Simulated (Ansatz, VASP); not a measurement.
# Ga2F3: VASP beside Ansatz

```xyz
5
Lattice="4.2039 0.0000 0.0000 -2.1020 3.6407 0.0000 0.0000 0.0000 4.7705" Properties=species:S:1:pos:R:3 pbc="T T T"
Ga    0.0000    2.4271    0.9139
Ga    2.1020    1.2136    3.8565
F     0.0000    0.0000    0.0000
F     0.0000    2.4271    2.8491
F     2.1020    1.2136    1.9213
```

Alike in both runs: functional PBE; k mesh 12 × 12 × 8; occupations gaussian, width 0.1 eV; no spin polarisation.

Ansatz relaxed the structure, and its values are those at the end. VASP's run is a single point on that final structure, the one shown.

|  | VASP | Ansatz |
| --- | --- | --- |
| version | VASP 6.6.1 | Ansatz 0.2.0 |
| potentials or method | VASP PAW PBE potentials, release 64 (Ga_d, F), cutoff 520 eV | scalar-relativistic, plane waves, PAW |
| valence electrons in the cell | 47 | 47 |

|  | VASP | Ansatz | Ansatz less VASP |
| --- | --- | --- | --- |
| gap on the k mesh at the Fermi level (eV) | none | none | - |
| pressure (GPa) | 0.1 | 0.0 | -0.09 |
| rms of the force components (eV/Å) | 0.056 | 0.001 | -0.0550 |

A gap of «none» marks a metal or a gap that the smearing closes. With one functional, cell and mesh, what is left measures potentials, basis and numerics.
